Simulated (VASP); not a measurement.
# Ag (P6_3/mmc) in VASP: notebook, part 2 of 2

VASP 6.6.1. Earlier steps stand in the parts before.

**4. Single point, r2SCAN (15.91 Å³/atom)**

This run uses another cell than the first one, of 15.91 Å³/atom.

Input file POSCAR:

```
Ag
1.0
    2.8113207876      0.0000000000      0.0000000000
   -1.4056603938      2.4346752202      0.0000000000
    0.0000000000      0.0000000000      9.2957423953
Ag
4
Direct
    0.3333333333      0.6666666667      0.2500000000
    0.6666666667      0.3333333333      0.7500000000
    1.0000000000      1.0000000000      1.0000000000
    1.0000000000      1.0000000000      0.5000000000
```

Input file INCAR.step1:

```
PREC = Accurate
ENCUT = 520
ISMEAR = -1
SIGMA = 0.1
LREAL = False
LASPH = True
NELM = 60
NBANDS = 30
GGA = PE
ALGO = Normal
EDIFF = 1E-4
LWAVE = True
LCHARG = False
```

Input file INCAR.step2:

```
PREC = Accurate
ENCUT = 520
EDIFF = 1E-6
ISMEAR = -1
SIGMA = 0.1
LREAL = False
LASPH = True
NELM = 60
ALGO = Normal
ISIF = 2
LWAVE = False
LCHARG = True
METAGGA = R2SCAN
LMIXTAU = True
LELF = True
LVHAR = True
NBANDS = 30
ISTART = 1
```

Input file KPOINTS:

```
regular mesh
0
Gamma
  14 14 4
```

Potentials or basis: VASP PAW PBE potentials, release 64 (Ag).

Launch:

```
cat potpaw_PBE.64/Ag/POTCAR > POTCAR
cp INCAR.step1 INCAR
mpirun -np 1 vasp_std > vasp.out
cp INCAR.step2 INCAR
mpirun -np 1 vasp_std > vasp.out
```

OUTCAR:

```text
PREC = Accurate
   ENCUT = 520
   EDIFF = 1E-6
   ISMEAR = -1
   LREAL = False
   LASPH = True
   NELM = 60
   ISIF = 2
   METAGGA = R2SCAN
   ISTART = 1

 ion  position               nearest neighbor table
   1  0.333  0.667  0.250-   3 2.83   4 2.83   3 2.83   4 2.83   3 2.83   4 2.83
   2  0.667  0.333  0.750-   3 2.83   4 2.83   3 2.83   4 2.83   3 2.83   4 2.83
   3  0.000  0.000  0.000-   1 2.83   2 2.83   1 2.83   2 2.83   2 2.83   1 2.83
   4  0.000  0.000  0.500-   1 2.83   2 2.83   1 2.83   2 2.83   2 2.83   1 2.83

  LATTYP: Found a hexagonal cell.
 ALAT       =     2.8113207876
 C/A-ratio  =     3.3065392026

  Lattice vectors:

 A1 = (   2.8113207876,   0.0000000000,   0.0000000000)
 A2 = (  -1.4056603938,   2.4346752202,   0.0000000000)
 A3 = (   0.0000000000,   0.0000000000,   9.2957423953)

Analysis of symmetry for initial positions (statically):
=====================================================================
 Subroutine PRICEL returns:
 Original cell was already a primitive cell.

 Routine SETGRP: Setting up the symmetry group for a
 hexagonal supercell.

 Subroutine GETGRP returns: Found 24 space group operations
 (whereof 12 operations were pure point group operations)
 out of a pool of 24 trial point group operations.

The static configuration has the point symmetry D_3d.
 The point group associated with its full space group is D_6h.

Analysis of symmetry for dynamics (positions and initial velocities):
=====================================================================
 Subroutine PRICEL returns:
 Original cell was already a primitive cell.

 Routine SETGRP: Setting up the symmetry group for a
 hexagonal supercell.

 Subroutine GETGRP returns: Found 24 space group operations
 (whereof 12 operations were pure point group operations)
 out of a pool of 24 trial point group operations.

The dynamic configuration has the point symmetry D_3d.
 The point group associated with its full space group is D_6h.

 Subroutine INISYM returns: Found 24 space group operations
 (whereof 12 operations are pure point group operations),
 and found     1 'primitive' translations

----------------------------------------------------------------------------------------

                                     Primitive cell

  volume of cell :      63.6261

  direct lattice vectors                    reciprocal lattice vectors
     2.811320788  0.000000000  0.000000000     0.355704694  0.205366201  0.000000000
    -1.405660394  2.434675220  0.000000000     0.000000000  0.410732401  0.000000000
     0.000000000  0.000000000  9.295742395     0.000000000  0.000000000  0.107576131

  length of vectors
     2.811320788  2.811320788  9.295742395     0.410732401  0.410732401  0.107576131

  position of ions in fractional coordinates (direct lattice)
     0.333333333  0.666666667  0.250000000
     0.666666667  0.333333333  0.750000000
     0.000000000  0.000000000  0.000000000
     0.000000000  0.000000000  0.500000000

  ion indices of the primitive-cell ions
   primitive index   ion index
                 1           1
                 2           2
                 3           3
                 4           4

----------------------------------------------------------------------------------------

 KPOINTS: regular mesh

Automatic generation of k-mesh.
 Grid dimensions read from file:
 generate k-points for:   14   14    4

 Generating k-lattice:

  Cartesian coordinates                     Fractional coordinates (reciprocal lattice)
     0.025407478  0.014669014  0.000000000     0.071428571  0.000000000  0.000000000
     0.000000000  0.029338029  0.000000000     0.000000000  0.071428571  0.000000000
     0.000000000  0.000000000  0.026894033     0.000000000  0.000000000  0.250000000

  Length of vectors
     0.029338029  0.029338029  0.026894033

  Shift w.r.t. Gamma in fractional coordinates (k-lattice)
     0.000000000  0.000000000  0.000000000

 Subroutine IBZKPT returns following result:
 ===========================================

 Found     72 irreducible k-points:

 Following reciprocal coordinates:
            Coordinates               Weight
  0.000000  0.000000  0.000000      1.000000
  0.071429  0.000000  0.000000      6.000000
  0.142857  0.000000  0.000000      6.000000
  0.214286  0.000000  0.000000      6.000000
  0.285714  0.000000  0.000000      6.000000
  0.357143  0.000000  0.000000      6.000000
[... 16 lines left out ...]
  0.285714  0.285714  0.000000      6.000000
  0.357143  0.285714  0.000000      6.000000
 [... further k-points ...]
   k-points           NKPTS =     72   k-points in BZ     NKDIM =     72   number of bands    NBANDS=     30
   number of dos      NEDOS =    301   number of ions     NIONS =      4
   total plane-waves  NPLWV =  40320
   dimension x,y,z NGX =    24 NGY =   24 NGZ =   70
   dimension x,y,z NGXF=    48 NGYF=   48 NGZF=  140
   ions per type =               4
   NGX,Y,Z   is equivalent  to a cutoff of  14.19, 14.19, 12.52 a.u.
   NGXF,Y,Z  is equivalent  to a cutoff of  28.38, 28.38, 25.04 a.u.
 SYSTEM =  unknown system
   PREC   = accura    normal or accurate (medium, high low for compatibility)
   ISTART =      1    job   : 0-new  1-cont  2-samecut
   ICHARG =      0    charge: 1-file 2-atom 10-const
   ISPIN  =      1    spin polarized calculation?
   LNONCOLLINEAR =      F non collinear calculations
   LSORBIT =      F    spin-orbit coupling
   LASPH  =      T    aspherical Exc in radial PAW
   ENCUT  =  520.0 eV  38.22 Ry    6.18 a.u.   5.23  5.23 17.28*2*pi/ulx,y,z
   NELM   =     60;   NELMIN=  2; NELMDL=  0     # of ELM steps
   EDIFF  = 0.1E-05   stopping-criterion for ELM
   LREAL  =      F    real-space projection
   EDIFFG = 0.1E-04   stopping-criterion for IOM
   NSW    =      0    number of steps for IOM
   IBRION =     -1    ionic relax: 0-MD 1-quasi-New 2-CG
   NFREE  =      0    steps in history (QN), initial steepest desc. (CG)
   ISIF   =      2    stress and relaxation
   ISYM   =      2    0-nonsym 1-usesym 2-fastsym
   POTIM  = 0.5000    time-step for ionic-motion
   TEBEG  =    0.0;   TEEND  =   0.0 temperature during run
   PSTRESS=    0.0 pullay stress
   NELECT =      44.0000    total number of electrons
   NUPDOWN=      -1.0000    fix difference up-down
   EMIN   =  10.00;   EMAX   =-10.00  energy-range for DOS
   EFERMI =   0.00;   METHOD = LEGACY
   ISMEAR =    -1;   SIGMA  =   0.10  broadening in eV -4-tet -1-fermi 0-gaus
   EFERMI_NEDOS =   21; number of points for ismear=-14 and -15
   IALGO  =     38    algorithm
   IMIX   =      4    mixing-type and parameters
     AMIX     =   0.40;   BMIX     =  1.00
     AMIX_MAG =   1.60;   BMIX_MAG =  1.00
  volume/ion in A,a.u.               =      15.91       107.34
  Fermi-wavevector in a.u.,A,eV,Ry     =   1.447707  2.735769 28.515830  2.095854
  Thomas-Fermi vector in A             =   2.565631
   LORBIT       =      0    0 simple, 1 ext, 2 COOP (PROOUT), +10 PAW based schemes
   METAGGA = R2SCAN    functional components
   LHFCALC =     F    Hartree Fock is set to
   AEXX    =    0.0000 exact exchange contribution
   IVDW    =     0    specifies the selected vdW correction
   LEPSILON=     F    determine dielectric tensor
   LRPA    =     F    only Hartree local field effects (RPA)
 non-spin polarized calculation
  energy-cutoff  :      520.00
  volume of cell :       63.63
 maximum number of plane-waves:      1736
 NGX is ok and might be reduce to    24
   NGX = 11   NGY = 11   NGZ = 35

 number of electron      44.0000002 magnetization

 Free energy of the ion-electron system (eV)
  ---------------------------------------------------
  ext. energy  EPLUGINS =         0.00000000
  ---------------------------------------------------
  free energy    TOTEN  =       -85.24547176 eV

  energy without entropy =      -85.21011916  energy(sigma->0) =      -85.22779546

 E-fermi :   9.3948     XC(G=0): -13.4600

 val. band max:        9.3460735832   @ k =   0.5000   0.0000   0.2500
 cond. band min:       9.4287180900   @ k =   0.4286   0.0000   0.0000
 fundamental gap:      0.0826445068
 Fermi energy:         9.3948167433

 k-point     1 :       0.0000    0.0000    0.0000
  band No.  band energies     occupation
      1       0.9222      2.00000
      2       2.2171      2.00000
      3       2.3108      2.00000
      4       2.3165      2.00000
      5       3.9548      2.00000
      6       4.0080      2.00000
[... 781 lines left out ...]
     29      16.7293      0.00000
     30      19.6164      0.00000

 [... further k-points ...]
[... 5 lines left out ...]
  --------------------------------------------------------------------------------------
  -------------------------------------------------------------------------------------
  Total        4.8049581      4.8049581      3.9667669      0.0000000      0.0000000      0.0000000
  in kB      120.9942310    120.9942310     99.8876379      0.0000000      0.0000000      0.0000000
  external PRESSURE =     113.9587000 kB  Pullay stress =       0.0000000 kB

 VOLUME and BASIS-vectors are now :
 -----------------------------------------------------------------------------
  energy-cutoff  :      520.00
  volume of cell :       63.63
      direct lattice vectors                 reciprocal lattice vectors
     2.811320788  0.000000000  0.000000000     0.355704694  0.205366201  0.000000000
    -1.405660394  2.434675220  0.000000000     0.000000000  0.410732401  0.000000000
     0.000000000  0.000000000  9.295742395     0.000000000  0.000000000  0.107576131

 POSITION                                       TOTAL-FORCE (eV/Angst)
 -----------------------------------------------------------------------------------
     -0.00000      1.62312      2.32394         0.000000     -0.000000      0.000000
      1.40566      0.81156      6.97181        -0.000000      0.000000      0.000000
      0.00000      0.00000      0.00000         0.000000      0.000000     -0.000000
      0.00000      0.00000      4.64787         0.000000      0.000000     -0.000000
 -----------------------------------------------------------------------------------
    total drift:                               -0.000000      0.000000      0.000000

  FREE ENERGIE OF THE ION-ELECTRON SYSTEM (eV)
  ---------------------------------------------------
  free  energy   TOTEN  =       -85.2454717556 eV

  energy  without entropy=      -85.2101191582  energy(sigma->0) =      -85.22779546
```

It took 2.8 min on 1 thread of Intel Xeon 6975P-C (Granite Rapids), shared host; peak memory 0.26 GiB.

What came out:

```yaml
Free_energy: -85.2455 eV
Pressure: 11.4 GPa
Band_gap_on_the_k_mesh: zero (bands 22 and 23 overlap by 6.61 eV)
```

Levels at points of the mesh, in eV from the Fermi level:
```csv
k point,band 18,band 19,band 20,band 21,band 22,band 23,band 24,band 25,band 26,band 27
"(0.00, 0.00, 0.00)",-4.02,-4.02,-3.79,-3.79,-3.35,-3.35,-0.60,3.98,11.86,11.89
"(0.50, 0.00, 0.00)",-3.11,-3.09,-3.08,-0.22,0.76,1.23,1.81,4.96,5.02,8.12
"(0.00, 0.00, 0.50)",-4.22,-3.53,-3.53,-3.53,-3.53,-2.77,-2.77,6.98,6.98,16.17
"(0.50, 0.00, 0.50)",-3.21,-3.10,-3.10,0.29,0.29,1.62,1.62,5.35,5.35,7.15
```

Caveat: the cell stands under pressure; the PAW data sets were made with another functional, which shifts forces and pressure a little.

**5. Single point, r2SCAN (16.60 Å³/atom)**

This run uses another cell than the first one, of 16.60 Å³/atom.

Input file POSCAR:

```
Ag
1.0
    2.8514879399      0.0000000000      0.0000000000
   -1.4257439700      2.4694609945      0.0000000000
    0.0000000000      0.0000000000      9.4285566591
Ag
4
Direct
    0.3333333333      0.6666666667      0.2500000000
    0.6666666667      0.3333333333      0.7500000000
    1.0000000000      1.0000000000      1.0000000000
    1.0000000000      1.0000000000      0.5000000000
```

Input file INCAR.step1:

```
SYSTEM = Ag
ALGO = Normal ; EDIFF = 1E-4
ENCUT = 520 ; GGA = PE
ISMEAR = -1 ; LASPH = .True.
LCHARG = .False. ; LREAL = .False.
LWAVE = .True. ; NBANDS = 30
NELM = 100 ; PREC = Accurate
SIGMA = 0.1
```

Input file INCAR.step2:

```
SYSTEM = Ag
ALGO = Normal ; EDIFF = 1E-7
ENCUT = 520 ; ISIF = 2
ISMEAR = -1 ; ISTART = 1
LASPH = .True. ; LCHARG = .False.
LMIXTAU = .True. ; LREAL = .False.
LWAVE = .False. ; METAGGA = R2SCAN
NBANDS = 30 ; NELM = 100
PREC = Accurate ; SIGMA = 0.1
```

Input file KPOINTS:

```
k-points
0
Gamma
  14 14 4
  0 0 0
```

Potentials or basis: VASP PAW PBE potentials, release 64 (Ag).

Launch:

```
cat potpaw_PBE.64/Ag/POTCAR > POTCAR
cp INCAR.step1 INCAR
mpirun -np 1 vasp_std > vasp.out
cp INCAR.step2 INCAR
mpirun -np 1 vasp_std > vasp.out
```

OUTCAR:

```text
SYSTEM = Ag
   EDIFF = 1E-7
   ENCUT = 520
   ISIF = 2
   ISMEAR = -1
   ISTART = 1
   LASPH = .True.
   LREAL = .False.
   METAGGA = R2SCAN
   NELM = 100
   PREC = Accurate

 ion  position               nearest neighbor table
   1  0.333  0.667  0.250-   3 2.88   4 2.88   3 2.88   4 2.88   3 2.88   4 2.88
   2  0.667  0.333  0.750-   3 2.88   4 2.88   3 2.88   4 2.88   3 2.88   4 2.88
   3  0.000  0.000  0.000-   1 2.88   2 2.88   1 2.88   2 2.88   2 2.88   1 2.88
   4  0.000  0.000  0.500-   1 2.88   2 2.88   1 2.88   2 2.88   2 2.88   1 2.88

  LATTYP: Found a hexagonal cell.
 ALAT       =     2.8514879399
 C/A-ratio  =     3.3065392026

  Lattice vectors:

 A1 = (   2.8514879399,   0.0000000000,   0.0000000000)
 A2 = (  -1.4257439700,   2.4694609945,   0.0000000000)
 A3 = (   0.0000000000,   0.0000000000,   9.4285566591)

Analysis of symmetry for initial positions (statically):
=====================================================================
 Subroutine PRICEL returns:
 Original cell was already a primitive cell.

 Routine SETGRP: Setting up the symmetry group for a
 hexagonal supercell.

 Subroutine GETGRP returns: Found 24 space group operations
 (whereof 12 operations were pure point group operations)
[... 166 lines left out ...]
  free energy    TOTEN  =       -85.38690306 eV

  energy without entropy =      -85.35104088  energy(sigma->0) =      -85.36897197

 E-fermi :   8.7774     XC(G=0): -13.1559

 val. band max:        8.7580750885   @ k =   0.0714   0.0000   0.0000
 cond. band min:       8.7918277344   @ k =   0.5000   0.0000   0.2500
 fundamental gap:      0.0337526459
 Fermi energy:         8.7774212683

 k-point     1 :       0.0000    0.0000    0.0000
  band No.  band energies     occupation
      1       0.6412      2.00000
      2       1.8912      2.00000
      3       1.9800      2.00000
      4       1.9845      2.00000
      5       3.5089      2.00000
      6       3.5596      2.00000
[... 781 lines left out ...]
     29      15.8582      0.00000
     30      18.6645      0.00000

 [... further k-points ...]
[... 5 lines left out ...]
  --------------------------------------------------------------------------------------
  -------------------------------------------------------------------------------------
  Total        2.3712422      2.3712422      1.6243789     -0.0000000      0.0000000      0.0000000
  in kB       57.2225992     57.2225992     39.1993624     -0.0000000      0.0000000      0.0000000
  external PRESSURE =      51.2148536 kB  Pullay stress =       0.0000000 kB

 VOLUME and BASIS-vectors are now :
 -----------------------------------------------------------------------------
  energy-cutoff  :      520.00
  volume of cell :       66.39
      direct lattice vectors                 reciprocal lattice vectors
     2.851487940  0.000000000  0.000000000     0.350694101  0.202473334  0.000000000
    -1.425743970  2.469460994  0.000000000     0.000000000  0.404946667  0.000000000
     0.000000000  0.000000000  9.428556659     0.000000000  0.000000000  0.106060772

 POSITION                                       TOTAL-FORCE (eV/Angst)
 -----------------------------------------------------------------------------------
     -0.00000      1.64631      2.35714         0.000000      0.000000     -0.000000
      1.42574      0.82315      7.07142        -0.000000     -0.000000     -0.000000
      0.00000      0.00000      0.00000        -0.000000      0.000000      0.000000
      0.00000      0.00000      4.71428        -0.000000      0.000000      0.000000
 -----------------------------------------------------------------------------------
    total drift:                               -0.000000      0.000000      0.000000

  FREE ENERGIE OF THE ION-ELECTRON SYSTEM (eV)
  ---------------------------------------------------
  free  energy   TOTEN  =       -85.3869030592 eV

  energy  without entropy=      -85.3510408764  energy(sigma->0) =      -85.36897197
```

Run time: 3.4 min. Hardware: 1 thread of Intel Xeon 6975P-C (Granite Rapids), shared host; peak memory 0.26 GiB.

Results:

* Free energy: -85.3869 eV
* Pressure: 5.1 GPa
* Band gap on the k mesh: zero (bands 22 and 23 overlap by 6.48 eV)

Levels at points of the mesh, in eV from the Fermi level:
```csv
k point,band 19,band 20,band 21,band 22,band 23,band 24,band 25,band 26
"(0.00, 0.00, 0.00)",-3.95,-3.74,-3.74,-3.33,-3.33,-0.48,3.72,11.52
"(0.50, 0.00, 0.00)",-3.08,-3.08,-0.13,0.83,1.16,1.74,4.70,4.76
"(0.00, 0.00, 0.50)",-3.49,-3.49,-3.49,-3.49,-2.64,-2.64,6.70,6.70
"(0.50, 0.00, 0.50)",-3.10,-3.10,0.32,0.32,1.57,1.57,5.11,5.11
```

Caveat: the cell stands under pressure; the PAW data sets were made with another functional, which shifts forces and pressure a little.

**6. Single point, r2SCAN (17.29 Å³/atom)**

Input file POSCAR:

```
Ag
1.0
    2.8905542731      0.0000000000      0.0000000000
   -1.4452771365      2.5032934315      0.0000000000
    0.0000000000      0.0000000000      9.5577310213
Ag
4
Direct
    0.3333333333      0.6666666667      0.2500000000
    0.6666666667      0.3333333333      0.7500000000
    1.0000000000      1.0000000000      1.0000000000
    1.0000000000      1.0000000000      0.5000000000
```

Input file INCAR.step1:

```
ALGO = Normal
EDIFF = 1E-4
ENCUT = 520
GGA = PE
ISMEAR = -1
LASPH = T
LCHARG = F
LREAL = F
LWAVE = T
NBANDS = 30
NELM = 60
PREC = Accurate
SIGMA = 0.1
```

Input file INCAR.step2:

```
ALGO = Normal
EDIFF = 1E-6
ENCUT = 520
ISIF = 2
ISMEAR = -1
ISTART = 1
LASPH = T
LCHARG = T
LELF = T
LMIXTAU = T
LREAL = F
LVHAR = T
LWAVE = F
METAGGA = R2SCAN
NBANDS = 30
NELM = 60
PREC = Accurate
SIGMA = 0.1
```

Input file KPOINTS:

```
k-points
0
Gamma
  14 14 4
```

Potentials or basis: VASP PAW PBE potentials, release 64 (Ag).

Launch:

```
cat potpaw_PBE.64/Ag/POTCAR > POTCAR
cp INCAR.step1 INCAR
mpirun -np 1 vasp_std > vasp.out
cp INCAR.step2 INCAR
mpirun -np 1 vasp_std > vasp.out
```

Wall time 3 min (1 thread of Intel Xeon 6975P-C (Granite Rapids), shared host); peak memory 0.27 GiB.

Results (log left out):

| Property | Result |
| --- | --- |
| Free energy | -85.4332 eV |
| Pressure | 0.3 GPa |
| Band gap on the k mesh | zero (bands 22 and 23 overlap by 6.36 eV) |

Stress tensor (GPa, compression positive):
```
 0.82  0.00  0.00
 0.00  0.82  0.00
 0.00  0.00 -0.71
```

Levels at points of the mesh, in eV from the Fermi level:
```
           k point  band 18  band 19  band 20  band 21  band 22  band 23  band 24  band 25  band 26  band 27
(0.00, 0.00, 0.00)    -3.89    -3.89    -3.70    -3.70    -3.31    -3.31    -0.36     3.48    11.19    11.21
(0.50, 0.00, 0.00)    -3.11    -3.09    -3.08    -0.06     0.89     1.11     1.68     4.45     4.51     7.61
(0.00, 0.00, 0.50)    -4.07    -3.47    -3.47    -3.47    -3.47    -2.52    -2.52     6.45     6.45    15.68
(0.50, 0.00, 0.50)    -3.20    -3.10    -3.10     0.35     0.35     1.52     1.52     4.90     4.90     6.58
```

Caveat: the PAW data sets were made with another functional, which shifts forces and pressure a little.

**7. Overview**

```csv
cell,k mesh,gap on the mesh (eV),pressure (GPa)
"a = 2.891, b = 2.891, c = 9.558 Å, angles 90.0, 90.0, 120.0°, 4 atoms",13 × 13 × 3,none,0.1
"a = 2.770, b = 2.770, c = 9.159 Å, angles 90.0, 90.0, 120.0°, 4 atoms",14 × 14 × 4,none,19.6
"a = 2.811, b = 2.811, c = 9.296 Å, angles 90.0, 90.0, 120.0°, 4 atoms",14 × 14 × 4,none,11.4
"a = 2.851, b = 2.851, c = 9.429 Å, angles 90.0, 90.0, 120.0°, 4 atoms",14 × 14 × 4,none,5.1
"a = 2.891, b = 2.891, c = 9.558 Å, angles 90.0, 90.0, 120.0°, 4 atoms",14 × 14 × 4,none,0.3
```

Alike in all rows: task single point; level r2SCAN; potentials or basis VASP PAW PBE potentials, release 64 (Ag); no spin polarisation; cutoff (eV) 520; smearing fermi-dirac 0.1 eV.

Caveats: the PAW data sets were made with another functional, which shifts forces and pressure a little; the cell stands under pressure (at least some runs).

Total energies depend on the potentials used, so only differences within one code and one set of settings carry meaning.

The gap in the log of VASP goes by the Fermi energy; the results here count the filled bands.